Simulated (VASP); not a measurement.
Set up this calculation in VASP 6.6.1, as the native input.

| Quantity | Value |
| --- | --- |
| Task | single point |
| Functional | PBEsol |
| Potentials or basis | VASP PAW PBE potentials, release 64 (B) |
| Cutoff | 520 eV |
| k mesh | 36 × 36 × 14 |
| Occupations | gaussian, width 0.15 eV |
| Spin | no spin polarisation |
| Dipole correction | no |
| Further INCAR settings | ALGO = Normal; EDIFF = 1e-06; NBANDS = 8 |

The structure of B lies in POSCAR:

```
B
1.0
    1.7257574820      0.0000000000      0.0000000000
   -0.8628787410      1.4945498202      0.0000000000
    0.0000000000      0.0000000000      3.5378201781
B
1
Direct
    0.0000000000      0.0000000000      0.0000000000
```

This isn't the form of B at room conditions, which is rhombohedral.

This cell differs from its parent crystal: ratio of the length along z to the lengths across it x 0.96, volume and fractional coordinates fixed.

These files were run (other wordings do the same):

INCAR

```
SYSTEM = B
PREC = Accurate
ENCUT = 520
EDIFF = 1E-6
ISMEAR = 0
SIGMA = 0.15
LREAL = .FALSE.
LASPH = .TRUE.
NELM = 80
ALGO = Normal
ISIF = 2
LWAVE = .FALSE.
LCHARG = .FALSE.
GGA = PS
NBANDS = 8
```

KPOINTS

```
Automatic mesh
0
G
  36 36 14
  0 0 0
```

Potentials or basis: VASP PAW PBE potentials, release 64 (B).

Run with:

```sh
$ cat potpaw_PBE.64/B/POTCAR > POTCAR
$ mpirun -np 1 vasp_std > vasp.out
```

It gave:

```json
{
  "Pressure": "-5.5 GPa",
  "Band gap on the k mesh": "zero (an odd number of electrons rules out a gap without spin polarisation)"
}
```

Caveat: the cell stands under tension; the PAW data sets were made with another functional, which shifts forces and pressure a little.

It took 30 s on 1 thread of AMD EPYC 9R45 96-Core Processor (Zen 5), with other jobs on the host, peak memory 0.14 GiB.
